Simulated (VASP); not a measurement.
# Rh (C2/m) in VASP: single point with PBEsol

Aim: the single point of Rh with PBEsol.

All numbers are computed with VASP 6.6.1; they aren't measurements. Logs are shortened: lines on timing, memory, paths and dates and some standing lists are left out, and cuts for length are marked.

## (1) The cell of the first run

The structure is monoclinic, space group C2/m (No. 12). The conventional cell has a = 4.704 Å, b = 2.716 Å, c = 4.399 Å, α = 90.00°, β = 90.00°, γ = 90.00°. Rh (site symmetry m) has 9 Rh at 2.05 to 2.72 Å within 2.8 Å.

## (2) Single point, PBEsol (shortest bond scaled by 0.76)

INCAR

```
ALGO = Normal
EDIFF = 1E-6
ENCUT = 620
GGA = PS
GGA_COMPAT = F
ISIF = 2
ISMEAR = -1
LASPH = T
LCHARG = F
LREAL = F
LWAVE = F
NBANDS = 24
NELM = 120
PREC = Accurate
SIGMA = 0.05
```

KPOINTS

```
k-points
0
Gamma
  13 13 7
```

POSCAR

```
Rh
1.0
    2.7157318845      0.0000000000      0.0000000000
   -1.3578659422      2.3518928018      0.0000000000
    0.0000000000      0.0000000000      4.3994856529
Rh
2
Direct
    0.2533333333      0.6266666667      0.1900000000
    0.7466666667      0.3733333333      0.8100000000
```

Potentials or basis: VASP PAW PBE potentials, release 64 (Rh_sv_GW).

Command:

```bash
cat potpaw_PBE.64/Rh_sv_GW/POTCAR > POTCAR
mpirun -np 1 vasp_std > vasp.out
```

OUTCAR:

```text
EDIFF = 1E-6
   ENCUT = 620
   GGA = PS
   ISIF = 2
   ISMEAR = -1
   LASPH = T
   LREAL = F
   NELM = 120
   PREC = Accurate

 ion  position               nearest neighbor table
   1  0.253  0.627  0.190-   2 2.05   2 2.45   2 2.45
   2  0.747  0.373  0.810-   1 2.05   1 2.45   1 2.45

  LATTYP: Found a hexagonal cell.
 ALAT       =     2.7157318845
 C/A-ratio  =     1.6200000000

  Lattice vectors:

 A1 = (   2.7157318845,   0.0000000000,   0.0000000000)
 A2 = (  -1.3578659422,   2.3518928018,   0.0000000000)
 A3 = (   0.0000000000,   0.0000000000,   4.3994856529)

Analysis of symmetry for initial positions (statically):
=====================================================================
 Subroutine PRICEL returns:
 Original cell was already a primitive cell.

 Routine SETGRP: Setting up the symmetry group for a
 hexagonal supercell.

 Subroutine GETGRP returns: Found  4 space group operations
 (whereof  4 operations were pure point group operations)
 out of a pool of 24 trial point group operations.

The static configuration has the point symmetry C_2h.

Analysis of symmetry for dynamics (positions and initial velocities):
=====================================================================
 Subroutine PRICEL returns:
 Original cell was already a primitive cell.

 Routine SETGRP: Setting up the symmetry group for a
 hexagonal supercell.

 Subroutine GETGRP returns: Found  4 space group operations
 (whereof  4 operations were pure point group operations)
 out of a pool of 24 trial point group operations.

The dynamic configuration has the point symmetry C_2h.

 Subroutine INISYM returns: Found  4 space group operations
 (whereof  4 operations are pure point group operations),
 and found     1 'primitive' translations

----------------------------------------------------------------------------------------

                                     Primitive cell

  volume of cell :      28.1000

  direct lattice vectors                    reciprocal lattice vectors
     2.715731884  0.000000000  0.000000000     0.368224863  0.212594724  0.000000000
    -1.357865942  2.351892802  0.000000000     0.000000000  0.425189447  0.000000000
     0.000000000  0.000000000  4.399485653     0.000000000  0.000000000  0.227299298

  length of vectors
     2.715731884  2.715731884  4.399485653     0.425189447  0.425189447  0.227299298

  position of ions in fractional coordinates (direct lattice)
     0.253333333  0.626666667  0.190000000
     0.746666667  0.373333333  0.810000000

  ion indices of the primitive-cell ions
   primitive index   ion index
                 1           1
                 2           2

----------------------------------------------------------------------------------------

 KPOINTS: k-points

Automatic generation of k-mesh.
 Grid dimensions read from file:
 generate k-points for:   13   13    7

 Generating k-lattice:

  Cartesian coordinates                     Fractional coordinates (reciprocal lattice)
     0.028324989  0.016353440  0.000000000     0.076923077  0.000000000  0.000000000
     0.000000000  0.032706881  0.000000000     0.000000000  0.076923077  0.000000000
     0.000000000  0.000000000  0.032471328     0.000000000  0.000000000  0.142857143

  Length of vectors
     0.032706881  0.032706881  0.032471328

  Shift w.r.t. Gamma in fractional coordinates (k-lattice)
     0.000000000  0.000000000  0.000000000

 Subroutine IBZKPT returns following result:
 ===========================================

 Found    322 irreducible k-points:

 Following reciprocal coordinates:
            Coordinates               Weight
  0.000000  0.000000  0.000000      1.000000
  0.076923 -0.000000  0.000000      2.000000
  0.000000  0.076923  0.000000      4.000000
  0.153846 -0.000000  0.000000      2.000000
  0.000000  0.153846  0.000000      4.000000
  0.230769 -0.000000  0.000000      2.000000
[... 16 lines left out ...]
 -0.076923  0.384615  0.000000      4.000000
 -0.384615  0.307692  0.000000      4.000000
 [... further k-points ...]
   k-points           NKPTS =    322   k-points in BZ     NKDIM =    322   number of bands    NBANDS=     24
   number of dos      NEDOS =    301   number of ions     NIONS =      2
   total plane-waves  NPLWV =  20736
   dimension x,y,z NGX =    24 NGY =   24 NGZ =   36
   dimension x,y,z NGXF=    48 NGYF=   48 NGZF=   72
   ions per type =               2
   NGX,Y,Z   is equivalent  to a cutoff of  14.69, 14.69, 13.60 a.u.
   NGXF,Y,Z  is equivalent  to a cutoff of  29.38, 29.38, 27.21 a.u.
 SYSTEM =  unknown system
   PREC   = accura    normal or accurate (medium, high low for compatibility)
   ISTART =      0    job   : 0-new  1-cont  2-samecut
   ICHARG =      2    charge: 1-file 2-atom 10-const
   ISPIN  =      1    spin polarized calculation?
   LNONCOLLINEAR =      F non collinear calculations
   LSORBIT =      F    spin-orbit coupling
   LASPH  =      T    aspherical Exc in radial PAW
   ENCUT  =  620.0 eV  45.57 Ry    6.75 a.u.   5.51  5.51  8.93*2*pi/ulx,y,z
   NELM   =    120;   NELMIN=  2; NELMDL= -5     # of ELM steps
   EDIFF  = 0.1E-05   stopping-criterion for ELM
   LREAL  =      F    real-space projection
   EDIFFG = 0.1E-04   stopping-criterion for IOM
   NSW    =      0    number of steps for IOM
   IBRION =     -1    ionic relax: 0-MD 1-quasi-New 2-CG
   NFREE  =      0    steps in history (QN), initial steepest desc. (CG)
   ISIF   =      2    stress and relaxation
   ISYM   =      2    0-nonsym 1-usesym 2-fastsym
   POTIM  = 0.5000    time-step for ionic-motion
   TEBEG  =    0.0;   TEEND  =   0.0 temperature during run
   PSTRESS=    0.0 pullay stress
   NELECT =      34.0000    total number of electrons
   NUPDOWN=      -1.0000    fix difference up-down
   EMIN   =  10.00;   EMAX   =-10.00  energy-range for DOS
   EFERMI =   0.00;   METHOD = LEGACY
   ISMEAR =    -1;   SIGMA  =   0.05  broadening in eV -4-tet -1-fermi 0-gaus
   EFERMI_NEDOS =   21; number of points for ismear=-14 and -15
   IALGO  =     38    algorithm
   IMIX   =      4    mixing-type and parameters
     AMIX     =   0.40;   BMIX     =  1.00
     AMIX_MAG =   1.60;   BMIX_MAG =  1.00
  volume/ion in A,a.u.               =      14.05        94.81
  Fermi-wavevector in a.u.,A,eV,Ry     =   1.744479  3.296587 41.405335  3.043206
  Thomas-Fermi vector in A             =   2.816351
   LORBIT       =      0    0 simple, 1 ext, 2 COOP (PROOUT), +10 PAW based schemes
   GGA     = PS    functional components
   LHFCALC =     F    Hartree Fock is set to
   AEXX    =    0.0000 exact exchange contribution
   IVDW    =     0    specifies the selected vdW correction
   LEPSILON=     F    determine dielectric tensor
   LRPA    =     F    only Hartree local field effects (RPA)
 non-spin polarized calculation
  energy-cutoff  :      620.00
  volume of cell :       28.10
 maximum number of plane-waves:      1014
 NGX is ok and might be reduce to    24
   NGX = 11   NGY = 11   NGZ = 17

 number of electron      33.9999997 magnetization

 Free energy of the ion-electron system (eV)
  ---------------------------------------------------
  ext. energy  EPLUGINS =         0.00000000
  ---------------------------------------------------
  free energy    TOTEN  =       -12.01143568 eV

  energy without entropy =      -11.99210241  energy(sigma->0) =      -12.00176905

 E-fermi :  10.6868     XC(G=0): -13.9620

 val. band max:       10.6866866777   @ k =  -0.3077   0.1538   0.4286
 cond. band min:      10.6939778896   @ k =   0.1538   0.1538   0.4286
 fundamental gap:      0.0072912119
 Fermi energy:        10.6868383839

 k-point     1 :       0.0000    0.0000    0.0000
  band No.  band energies     occupation
      1     -68.7292      2.00000
      2     -68.1944      2.00000
      3     -37.7611      2.00000
      4     -36.1771      2.00000
      5     -35.9849      2.00000
      6     -35.9491      2.00000
[... 16 lines left out ...]
     23      28.1090      0.00000
     24      31.3948      0.00000

 k-point     2 :       0.0769   -0.0000    0.0000
  band No.  band energies     occupation
      1     -68.7199      2.00000
      2     -68.1960      2.00000
      3     -37.7612      2.00000
      4     -36.2357      2.00000
      5     -36.0383      2.00000
      6     -35.9104      2.00000
[... 16 lines left out ...]
     23      28.4424      0.00000
     24      30.3700      0.00000

 k-point     3 :       0.0000    0.0769    0.0000
  band No.  band energies     occupation
      1     -68.7222      2.00000
      2     -68.1938      2.00000
      3     -37.7585      2.00000
      4     -36.2083      2.00000
      5     -36.0256      2.00000
      6     -35.9779      2.00000
[... 16 lines left out ...]
     23      28.1955      0.00000
     24      31.0480      0.00000

 k-point     4 :       0.1538   -0.0000    0.0000
  band No.  band energies     occupation
      1     -68.6933      2.00000
      2     -68.2012      2.00000
      3     -37.7643      2.00000
      4     -36.3637      2.00000
      5     -36.1150      2.00000
      6     -35.9110      2.00000
[... 16 lines left out ...]
     23      28.9791      0.00000
     24      29.3323      0.00000

 k-point     5 :       0.0000    0.1538    0.0000
  band No.  band energies     occupation
      1     -68.7025      2.00000
      2     -68.1922      2.00000
      3     -37.7520      2.00000
      4     -36.3107      2.00000
      5     -36.0879      2.00000
      6     -36.0121      2.00000
[... 451 lines left out ...]
 k-point    22 :       0.3077    0.0769    0.0000
  band No.  band energies     occupation
      1     -68.5850      2.00000
      2     -68.2297      2.00000
      3     -37.8126      2.00000
      4     -36.6889      2.00000
      5     -36.3136      2.00000
      6     -35.9793      2.00000
[... 16 lines left out ...]
     23      24.3590      0.00000
     24      26.9075      0.00000

 k-point    23 :      -0.0769    0.3846    0.0000
  band No.  band energies     occupation
      1     -68.6288      2.00000
      2     -68.1865      2.00000
      3     -37.7351      2.00000
      4     -36.6636      2.00000
      5     -36.2951      2.00000
      6     -36.0340      2.00000
[... 16 lines left out ...]
     23      25.0016      0.00000
     24      26.9692      0.00000

 k-point    24 :      -0.3846    0.3077    0.0000
  band No.  band energies     occupation
      1     -68.6191      2.00000
      2     -68.1961      2.00000
      3     -37.7544      2.00000
      4     -36.6968      2.00000
      5     -36.2280      2.00000
      6     -36.0655      2.00000
[... 16 lines left out ...]
     23      24.8045      0.00000
     24      26.9382      0.00000

 [... further k-points ...]

------------------------ aborting loop because EDIFF is reached ----------------------------------------

  FORCE on cell =-STRESS in cart. coord.  units (eV):
  Direction    XX          YY          ZZ          XY          YZ          ZX
  --------------------------------------------------------------------------------------
  -------------------------------------------------------------------------------------
  Total        7.8485139      3.4838854     12.5647687      3.7798792      3.7327645      6.4653376
  in kB      447.4986147    198.6406475    716.4052488    215.5173215    212.8309823    368.6340701
  external PRESSURE =     454.1815037 kB  Pullay stress =       0.0000000 kB

 VOLUME and BASIS-vectors are now :
 -----------------------------------------------------------------------------
  energy-cutoff  :      620.00
  volume of cell :       28.10
      direct lattice vectors                 reciprocal lattice vectors
     2.715731884  0.000000000  0.000000000     0.368224863  0.212594724  0.000000000
    -1.357865942  2.351892802  0.000000000     0.000000000  0.425189447  0.000000000
     0.000000000  0.000000000  4.399485653     0.000000000  0.000000000  0.227299298

 POSITION                                       TOTAL-FORCE (eV/Angst)
 -----------------------------------------------------------------------------------
     -0.16294      1.47385      0.83590         3.915641      2.260696     10.347053
      1.52081      0.87804      3.56358        -3.915641     -2.260696    -10.347053
 -----------------------------------------------------------------------------------
    total drift:                                0.000000     -0.000000      0.000000

  FREE ENERGIE OF THE ION-ELECTRON SYSTEM (eV)
  ---------------------------------------------------
  free  energy   TOTEN  =       -12.0114356816 eV

  energy  without entropy=      -11.9921024096  energy(sigma->0) =      -12.00176905
```

Run time: 3.1 min. Hardware: 1 thread of Intel Xeon Platinum 8259CL at 2.50GHz (Skylake/Cascade Lake), shared host; peak memory 0.39 GiB.

What came out:

| Property | Result |
| --- | --- |
| Free energy | -12.0114 eV |
| Pressure | 45.4 GPa |
| Largest force | 11.292 eV/Å |
| Band gap on the k mesh | zero (bands 17 and 18 overlap by 1.61 eV) |

Forces on the atoms (eV/Å):
```
Rh    3.916   2.261  10.347
Rh   -3.916  -2.261 -10.347
```

Stress tensor (GPa, compression positive):
```
44.75 21.55 36.86
21.55 19.86 21.28
36.86 21.28 71.64
```

Caveat: the cell differs from its parent crystal (shortest bond scaled by 0.76); the stress differs along the axes, from 20 to 72 GPa; the PAW data sets were made with another functional, which shifts forces and pressure a little.
